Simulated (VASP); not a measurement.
The system is RbBr (CsCl type).

```
CELL_PARAMETERS angstrom
3.34415 0.00000 0.00000
0.00000 3.34415 0.00000
0.00000 0.00000 3.34415
ATOMIC_POSITIONS crystal
Rb 0.00000 0.00000 0.00000
Br 0.50000 0.50000 0.50000
```

This cell differs from its parent crystal: volume scaled by 0.6.

Base run:

```yaml
Program: VASP 6.6.1
Functional: LDA
Potentials_or_basis: VASP PAW LDA potentials, release 64 (Rb_sv, Br)
Cutoff: 520 eV
k_mesh: 12 × 12 × 12
Occupations: fermi-dirac, width 0.1 eV
Spin: no spin polarisation
```

Its results: band gap on the k mesh 3.28 eV, direct; pressure 42.2 GPa.

Problem. The run is repeated on the same cell with these changes: k mesh from 12 × 12 × 12 to 12 × 12 × 12, shifted; occupations from fermi-dirac, width 0.1 eV to methfessel-paxton, width 0.05 eV. What comes out?

Solution. Band gap on the k mesh 3.58 eV, direct; pressure 42.2 GPa.

A k mesh can miss the band edges.
